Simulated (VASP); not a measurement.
Crystal: AlNi.

```
Al Ni
1.0
     2.89308    0.00000    0.00000
     0.00000    2.89308    0.00000
     0.00000    0.00000    2.89308
Al Ni
1 1
Direct
  0.00000 0.00000 0.00000
  0.50000 0.50000 0.50000
```

- Program: VASP 6.6.1
- Task: relaxation of cell and atoms
- Functional: PBE
- Dispersion: D3(BJ)
- Potentials or basis: VASP PAW PBE potentials, release 64 (Al, Ni)
- Cutoff: 600 eV
- k mesh: 14 × 14 × 14
- Occupations: gaussian, width 0.1 eV
- Spin: no spin polarisation

At the start: pressure -6.0 GPa; volume 12.11 Å³/atom.

Task: How do energy, volume and symmetry change on relaxing?

Result: Over 3 steps the energy falls by 8.7 meV/atom and the volume is 11.66 Å³/atom (-3.7 %); space group Pm-3m (No. 221, to 0.1 Å) before and after.

The path:
```
step  energy change (eV)  largest force (eV/Å)  pressure (GPa)  volume (Å³)
   1              0.0000                0.0000           -5.97        24.21
   2             -0.0071                0.0000            5.15        22.67
   3             -0.0174                0.0000           -0.04        23.32
```

Final structure:
```xyz
2
Lattice="2.8571 0.0000 0.0000 0.0000 2.8571 0.0000 0.0000 0.0000 2.8571" Properties=species:S:1:pos:R:3 pbc="T T T"
Al    0.0000    0.0000    0.0000
Ni    1.4285    1.4285    1.4285
```
